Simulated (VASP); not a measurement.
# CdTe in VASP: further runs

Runs on CdTe. Level: PBE. Tasks: single point.

All numbers are computed with VASP 6.6.1; they aren't measurements. Logs are shortened: lines on timing, memory, paths and dates and some standing lists are left out, and cuts for length are marked.

## 1. The cell of the first run

Symmetry: P4/mmm, No. 123, tetragonal system. Conventional cell: a = 3.081 Å, b = 3.081 Å, c = 6.380 Å, α = 90.00°, β = 90.00°, γ = 90.00°. Cd (site symmetry 4/mmm) has 4 Cd at 3.08 Å and 2 Te at 3.19 Å within 4.1 Å. Te (site symmetry 4/mmm) has 4 Te at 3.08 Å and 2 Cd at 3.19 Å within 4.1 Å.

## 2. Single point, PBE

Contents of INCAR:

```
SYSTEM = CdTe
PREC = Accurate
ENCUT = 500
EDIFF = 1E-6
ISMEAR = 0
SIGMA = 0.2
LREAL = .False.
LASPH = .True.
NELM = 120
ALGO = Normal
ISIF = 2
LWAVE = .False.
LCHARG = .False.
GGA = PE
NBANDS = 16
GGA_COMPAT = .False.
```

Contents of KPOINTS:

```
Automatic mesh
0
Gamma
  5 5 4
  0 0 0
```

Contents of POSCAR:

```
CdTe
1.0
    3.0810418379      0.0000000000      0.0000000000
    0.0000000000      3.0810418379      0.0000000000
    0.0000000000      0.0000000000      6.3795387437
Cd Te
1 1
Direct
    0.5000000000      0.5000000000      0.0000000000
    0.5000000000      0.5000000000      0.5000000000
```

Potentials or basis: VASP PAW PBE potentials, release 64 (Cd, Te).

On the command line:

```sh
$ cat potpaw_PBE.64/Cd/POTCAR potpaw_PBE.64/Te/POTCAR > POTCAR
$ mpirun -np 1 vasp_std > vasp.out
```

OUTCAR:

```text
SYSTEM = CdTe
   PREC = Accurate
   ENCUT = 500
   EDIFF = 1E-6
   ISMEAR = 0
   LREAL = .False.
   LASPH = .True.
   NELM = 120
   ISIF = 2
   GGA = PE

 ion  position               nearest neighbor table
   1  0.500  0.500  0.000-   2 3.19   2 3.19
   2  0.500  0.500  0.500-   1 3.19   1 3.19

  LATTYP: Found a simple tetragonal cell.
 ALAT       =     3.0810418379
 C/A-ratio  =     2.0705784210

  Lattice vectors:

 A1 = (   3.0810418379,   0.0000000000,   0.0000000000)
 A2 = (   0.0000000000,   3.0810418379,   0.0000000000)
 A3 = (   0.0000000000,   0.0000000000,   6.3795387437)

Analysis of symmetry for initial positions (statically):
=====================================================================
 Subroutine PRICEL returns:
 Original cell was already a primitive cell.

 Routine SETGRP: Setting up the symmetry group for a
 simple tetragonal supercell.

 Subroutine GETGRP returns: Found 16 space group operations
 (whereof 16 operations were pure point group operations)
 out of a pool of 16 trial point group operations.

The static configuration has the point symmetry D_4h.

Analysis of symmetry for dynamics (positions and initial velocities):
=====================================================================
 Subroutine PRICEL returns:
 Original cell was already a primitive cell.

 Routine SETGRP: Setting up the symmetry group for a
 simple tetragonal supercell.

 Subroutine GETGRP returns: Found 16 space group operations
 (whereof 16 operations were pure point group operations)
 out of a pool of 16 trial point group operations.

The dynamic configuration has the point symmetry D_4h.

 Subroutine INISYM returns: Found 16 space group operations
 (whereof 16 operations are pure point group operations),
 and found     1 'primitive' translations

----------------------------------------------------------------------------------------

                                     Primitive cell

  volume of cell :      60.5598

  direct lattice vectors                    reciprocal lattice vectors
     3.081041838  0.000000000  0.000000000     0.324565537  0.000000000  0.000000000
     0.000000000  3.081041838  0.000000000     0.000000000  0.324565537  0.000000000
     0.000000000  0.000000000  6.379538744     0.000000000  0.000000000  0.156751145

  length of vectors
     3.081041838  3.081041838  6.379538744     0.324565537  0.324565537  0.156751145

  position of ions in fractional coordinates (direct lattice)
     0.500000000  0.500000000  0.000000000
     0.500000000  0.500000000  0.500000000

  ion indices of the primitive-cell ions
   primitive index   ion index
                 1           1
                 2           2

----------------------------------------------------------------------------------------

 KPOINTS: Automatic mesh

Automatic generation of k-mesh.
 Grid dimensions read from file:
 generate k-points for:    5    5    4

 Generating k-lattice:

  Cartesian coordinates                     Fractional coordinates (reciprocal lattice)
     0.064913107  0.000000000  0.000000000     0.200000000  0.000000000  0.000000000
     0.000000000  0.064913107  0.000000000     0.000000000  0.200000000  0.000000000
     0.000000000  0.000000000  0.039187786     0.000000000  0.000000000  0.250000000

  Length of vectors
     0.064913107  0.064913107  0.039187786

  Shift w.r.t. Gamma in fractional coordinates (k-lattice)
     0.000000000  0.000000000  0.000000000

 Subroutine IBZKPT returns following result:
 ===========================================

 Found     18 irreducible k-points:

 Following reciprocal coordinates:
            Coordinates               Weight
  0.000000  0.000000  0.000000      1.000000
  0.200000  0.000000  0.000000      4.000000
  0.400000  0.000000  0.000000      4.000000
  0.200000  0.200000  0.000000      4.000000
  0.400000  0.200000  0.000000      8.000000
  0.400000  0.400000  0.000000      4.000000
[... 10 lines left out ...]
  0.400000  0.200000  0.500000      8.000000
  0.400000  0.400000  0.500000      4.000000
   k-points           NKPTS =     18   k-points in BZ     NKDIM =     18   number of bands    NBANDS=     16
   number of dos      NEDOS =    301   number of ions     NIONS =      2
   total plane-waves  NPLWV =  27648
   dimension x,y,z NGX =    24 NGY =   24 NGZ =   48
   dimension x,y,z NGXF=    48 NGYF=   48 NGZF=   96
   ions per type =               1   1
   NGX,Y,Z   is equivalent  to a cutoff of  12.95, 12.95, 12.51 a.u.
   NGXF,Y,Z  is equivalent  to a cutoff of  25.90, 25.90, 25.02 a.u.
 SYSTEM =  CdTe
   PREC   = accura    normal or accurate (medium, high low for compatibility)
   ISTART =      0    job   : 0-new  1-cont  2-samecut
   ICHARG =      2    charge: 1-file 2-atom 10-const
   ISPIN  =      1    spin polarized calculation?
   LNONCOLLINEAR =      F non collinear calculations
   LSORBIT =      F    spin-orbit coupling
   LASPH  =      T    aspherical Exc in radial PAW
   ENCUT  =  500.0 eV  36.75 Ry    6.06 a.u.   5.62  5.62 11.63*2*pi/ulx,y,z
   NELM   =    120;   NELMIN=  2; NELMDL= -5     # of ELM steps
   EDIFF  = 0.1E-05   stopping-criterion for ELM
   LREAL  =      F    real-space projection
   EDIFFG = 0.1E-04   stopping-criterion for IOM
   NSW    =      0    number of steps for IOM
   IBRION =     -1    ionic relax: 0-MD 1-quasi-New 2-CG
   NFREE  =      0    steps in history (QN), initial steepest desc. (CG)
   ISIF   =      2    stress and relaxation
   ISYM   =      2    0-nonsym 1-usesym 2-fastsym
   POTIM  = 0.5000    time-step for ionic-motion
   TEBEG  =    0.0;   TEEND  =   0.0 temperature during run
   PSTRESS=    0.0 pullay stress
   NELECT =      18.0000    total number of electrons
   NUPDOWN=      -1.0000    fix difference up-down
   EMIN   =  10.00;   EMAX   =-10.00  energy-range for DOS
   EFERMI =   0.00;   METHOD = LEGACY
   ISMEAR =     0;   SIGMA  =   0.20  broadening in eV -4-tet -1-fermi 0-gaus
   EFERMI_NEDOS =   21; number of points for ismear=-14 and -15
   IALGO  =     38    algorithm
   IMIX   =      4    mixing-type and parameters
     AMIX     =   0.40;   BMIX     =  1.00
     AMIX_MAG =   1.60;   BMIX_MAG =  1.00
  volume/ion in A,a.u.               =      30.28       204.34
  Fermi-wavevector in a.u.,A,eV,Ry     =   1.092540  2.064602 16.240520  1.193645
  Thomas-Fermi vector in A             =   2.228808
   LORBIT       =      0    0 simple, 1 ext, 2 COOP (PROOUT), +10 PAW based schemes
   GGA     = PE    functional components
   LHFCALC =     F    Hartree Fock is set to
   AEXX    =    0.0000 exact exchange contribution
   IVDW    =     0    specifies the selected vdW correction
   LEPSILON=     F    determine dielectric tensor
   LRPA    =     F    only Hartree local field effects (RPA)
 non-spin polarized calculation
 Gauss-broadening in eV      SIGMA  =   0.20
  energy-cutoff  :      500.00
  volume of cell :       60.56
 maximum number of plane-waves:      1552
 NGX is ok and might be reduce to    24
   NGX = 11   NGY = 11   NGZ = 23

 number of electron      18.0000000 magnetization

 Free energy of the ion-electron system (eV)
  ---------------------------------------------------
  ext. energy  EPLUGINS =         0.00000000
  ---------------------------------------------------
  free energy    TOTEN  =        -3.71331225 eV

  energy without entropy =       -3.69740657  energy(sigma->0) =       -3.70535941

 E-fermi :   3.8168     XC(G=0):  -9.4372

 val. band max:        3.7799336345   @ k =   0.2000   0.2000   0.5000
 cond. band min:       4.1708104732   @ k =   0.4000   0.4000   0.0000
 fundamental gap:      0.3908768387
 Fermi energy:         3.8167567046

 k-point     1 :       0.0000    0.0000    0.0000
  band No.  band energies     occupation
      1      -9.1773      2.00000
      2      -5.2372      2.00000
      3      -4.8805      2.00000
      4      -4.3104      2.00000
      5      -4.3104      2.00000
      6      -4.1737      2.00000
[... 8 lines left out ...]
     15      14.7405      0.00000
     16      14.7405      0.00000

 k-point     2 :       0.2000    0.0000    0.0000
  band No.  band energies     occupation
      1      -8.6479      2.00000
      2      -5.1027      2.00000
      3      -4.6750      2.00000
      4      -4.4800      2.00000
      5      -4.2971      2.00000
      6      -4.2830      2.00000
[... 8 lines left out ...]
     15      13.3240      0.00000
     16      15.5721      0.00000

 k-point     3 :       0.4000    0.0000    0.0000
  band No.  band energies     occupation
      1      -7.4017      2.00000
      2      -4.9945      2.00000
      3      -4.7243      2.00000
      4      -4.4539      2.00000
      5      -4.2756      2.00000
      6      -4.2328      2.00000
[... 8 lines left out ...]
     15      14.7032      0.00000
     16      16.4391      0.00000

 k-point     4 :       0.2000    0.2000    0.0000
  band No.  band energies     occupation
      1      -8.1185      2.00000
      2      -4.8426      2.00000
      3      -4.6071      2.00000
      4      -4.4803      2.00000
      5      -4.4362      2.00000
      6      -4.4129      2.00000
[... 8 lines left out ...]
     15      12.5883      0.00000
     16      13.6783      0.00000
[... 210 lines left out ...]
 k-point    16 :       0.2000    0.2000    0.5000
  band No.  band energies     occupation
      1      -8.0533      2.00000
      2      -4.8422      2.00000
      3      -4.7143      2.00000
      4      -4.4636      2.00000
      5      -4.4399      2.00000
      6      -4.4254      2.00000
[... 8 lines left out ...]
     15      14.6479      0.00000
     16      15.1154      0.00000

 k-point    17 :       0.4000    0.2000    0.5000
  band No.  band energies     occupation
      1      -6.7734      2.00000
      2      -4.7122      2.00000
      3      -4.7015      2.00000
      4      -4.6424      2.00000
      5      -4.4175      2.00000
      6      -4.3503      2.00000
[... 8 lines left out ...]
     15      11.9995      0.00000
     16      12.9676      0.00000

 k-point    18 :       0.4000    0.4000    0.5000
  band No.  band energies     occupation
      1      -5.4591      2.00000
      2      -4.9275      2.00000
      3      -4.6491      2.00000
      4      -4.6359      2.00000
      5      -4.4222      2.00000
      6      -4.0450      2.00000
[... 8 lines left out ...]
     15      11.6857      0.00000
     16      12.5935      0.00000

------------------------ aborting loop because EDIFF is reached ----------------------------------------

  FORCE on cell =-STRESS in cart. coord.  units (eV):
  Direction    XX          YY          ZZ          XY          YZ          ZX
  --------------------------------------------------------------------------------------
  -------------------------------------------------------------------------------------
  Total        0.1077421      0.1077421      0.2029058      0.0000000     -0.0000000     -0.0000000
  in kB        2.8504387      2.8504387      5.3680991      0.0000000     -0.0000000     -0.0000000
  external PRESSURE =       3.6896588 kB  Pullay stress =       0.0000000 kB

 VOLUME and BASIS-vectors are now :
 -----------------------------------------------------------------------------
  energy-cutoff  :      500.00
  volume of cell :       60.56
      direct lattice vectors                 reciprocal lattice vectors
     3.081041838  0.000000000  0.000000000     0.324565537  0.000000000  0.000000000
     0.000000000  3.081041838  0.000000000     0.000000000  0.324565537  0.000000000
     0.000000000  0.000000000  6.379538744     0.000000000  0.000000000  0.156751145

 POSITION                                       TOTAL-FORCE (eV/Angst)
 -----------------------------------------------------------------------------------
      1.54052      1.54052      0.00000         0.000000      0.000000      0.000000
      1.54052      1.54052      3.18977         0.000000      0.000000      0.000000
 -----------------------------------------------------------------------------------
    total drift:                                0.000000     -0.000000     -0.000000

  FREE ENERGIE OF THE ION-ELECTRON SYSTEM (eV)
  ---------------------------------------------------
  free  energy   TOTEN  =        -3.7133122476 eV

  energy  without entropy=       -3.6974065731  energy(sigma->0) =       -3.70535941
```

Run time: 6.4 s. Hardware: 1 thread of Intel Xeon 6975P-C (Granite Rapids), shared host; peak memory 0.17 GiB.

What came out:

| Quantity | Value |
| --- | --- |
| Free energy | -3.7133 eV |
| Pressure | 0.4 GPa |
| Band gap on the k mesh | zero (band 9 reaches 6.53 eV, above the bottom of band 10 at 3.52 eV) |

Stress tensor (GPa, compression positive):
```
0.29 0.00 0.00
0.00 0.29 0.00
0.00 0.00 0.54
```

Levels at points of the mesh, in eV from the Fermi level:
```tsv
k point	band 6	band 7	band 8	band 9	band 10	band 11	band 12	band 13
(0.00, 0.00, 0.00)	-7.99	-4.89	-4.37	2.69	2.69	5.17	7.33	8.38
(0.00, 0.00, 0.50)	-7.99	-6.35	-0.97	1.15	2.74	2.74	7.33	8.43
```

Caveat: the k points lie up to 0.41 Å⁻¹ apart; spin-orbit coupling is left out, which moves the levels of the heavy elements.

## 3. Single point, PBE

This run uses another cell than the first one, of 31.98 Å³/atom, 1.056 times its volume.

Contents of INCAR:

```
SYSTEM = CdTe
ALGO = Normal ; EDIFF = 1E-6
ENCUT = 500 ; GGA = PE
GGA_COMPAT = .False. ; ISIF = 2
ISMEAR = 0 ; LASPH = .True.
LCHARG = .False. ; LREAL = .False.
LWAVE = .False. ; NBANDS = 16
NELM = 120 ; PREC = Accurate
SIGMA = 0.2
```

Contents of KPOINTS:

```
k-points
0
Gamma
  5 5 5
  0 0 0
```

Contents of POSCAR:

```
CdTe
1.0
    4.2378712955      0.0000000000      0.0000000000
    0.0000000000      4.2378712955      0.0000000000
    0.0000000000      0.0000000000      3.5616269351
Cd Te
1 1
Direct
    0.5000000000      0.5000000000      0.5000000000
    0.0000000000      0.0000000000      0.5000000000
```

Potentials or basis: VASP PAW PBE potentials, release 64 (Cd, Te).

On the command line:

```sh
$ cat potpaw_PBE.64/Cd/POTCAR potpaw_PBE.64/Te/POTCAR > POTCAR
$ mpirun -np 1 vasp_std > vasp.out
```

It took 7.2 s on 1 thread of Intel Xeon 6975P-C (Granite Rapids), shared host; peak memory 0.18 GiB.

The run converged. Its results:

```
Free energy            : -4.0445 eV
Pressure               : 0.0 GPa
Band gap on the k mesh : zero (band 9 reaches 4.70 eV, above the bottom of band 10 at 2.45 eV)
```

Stress tensor (GPa, compression positive):
```
-0.01  0.00  0.00
 0.00 -0.01  0.00
 0.00  0.00  0.13
```

Levels at points of the mesh, in eV from the Fermi level:
```tsv
k point	band 7	band 8	band 9	band 10	band 11	band 12
(0.00, 0.00, 0.00)	-2.13	-2.13	-1.93	0.62	4.26	5.93
```

Caveat: spin-orbit coupling is left out, which moves the levels of the heavy elements.

## 4. Single point, PBE

This run uses another cell than the first one, of 30.35 Å³/atom, 1.002 times its volume.

Contents of INCAR:

```
SYSTEM = CdTe
PREC = Accurate
ENCUT = 500
EDIFF = 1E-6
ISMEAR = 0
SIGMA = 0.2
LREAL = .FALSE.
LASPH = .TRUE.
NELM = 120
ALGO = Normal
ISIF = 2
LWAVE = .FALSE.
LCHARG = .FALSE.
GGA = PE
NBANDS = 16
GGA_COMPAT = .FALSE.
```

Contents of KPOINTS:

```
regular mesh
0
G
  4 4 7
  0 0 0
```

Contents of POSCAR:

```
CdTe
1.0
    4.4774845078      0.0000000000      0.0000000000
    0.0000000000      4.4774845078      0.0000000000
    0.0000000000      0.0000000000      3.0274359693
Cd Te
1 1
Direct
    0.5000000000      0.5000000000      1.0335839519
    0.0000000000      0.0000000000      0.0299021781
```

On the command line:

```sh
$ cat potpaw_PBE.64/Cd/POTCAR potpaw_PBE.64/Te/POTCAR > POTCAR
$ mpirun -np 1 vasp_std > vasp.out
```

Run time: 8.2 s. Hardware: 1 thread of Intel Xeon 6975P-C (Granite Rapids), shared host; peak memory 0.18 GiB.

The run converged. Its results:

- Free energy: -4.0673 eV
- Pressure: -0.1 GPa
- Largest force: 0.006 eV/Å
- Band gap on the k mesh: zero (band 9 reaches 5.25 eV, above the bottom of band 10 at 2.02 eV)

Forces on the atoms (eV/Å):
```
Cd   0.000  0.000 -0.006
Te   0.000  0.000  0.006
```

Stress tensor (GPa, compression positive):
```
-0.10  0.00  0.00
 0.00 -0.10  0.00
 0.00  0.00  0.01
```

Levels at points of the mesh, in eV from the Fermi level:
```
           k point  band 5  band 6  band 7  band 8  band 9  band 10  band 11  band 12  band 13  band 14
(0.00, 0.00, 0.00)   -8.23   -8.23   -3.09   -2.79   -2.79     3.53     3.68     5.90     5.90     8.57
(0.50, 0.00, 0.00)   -8.24   -8.23   -5.98   -1.75    1.15     1.43     2.51     3.81     8.85     9.41
(0.50, 0.50, 0.00)   -8.24   -8.18   -4.41   -4.41   -3.61     3.91     6.83     6.83     9.32    10.95
```

Caveat: spin-orbit coupling is left out, which moves the levels of the heavy elements.

## 5. The runs side by side

```tsv
cell	k mesh	gap on the mesh (eV)	pressure (GPa)
a = 3.081, b = 3.081, c = 6.380 Å, 2 atoms	5 × 5 × 4	none	0.4
a = 4.238, b = 4.238, c = 3.562 Å, 2 atoms	5 × 5 × 5	none	0.0
a = 4.477, b = 4.477, c = 3.027 Å, 2 atoms	4 × 4 × 7	none	-0.1
```

Alike in all rows: task single point; level PBE; potentials or basis VASP PAW PBE potentials, release 64 (Cd, Te); no spin polarisation; cutoff (eV) 500; smearing gaussian 0.2 eV.

Caveats: some runs use coarse meshes; spin-orbit coupling is left out, which moves the levels of the heavy elements.

Total energies depend on the potentials used, so only differences within one code and one set of settings carry meaning.
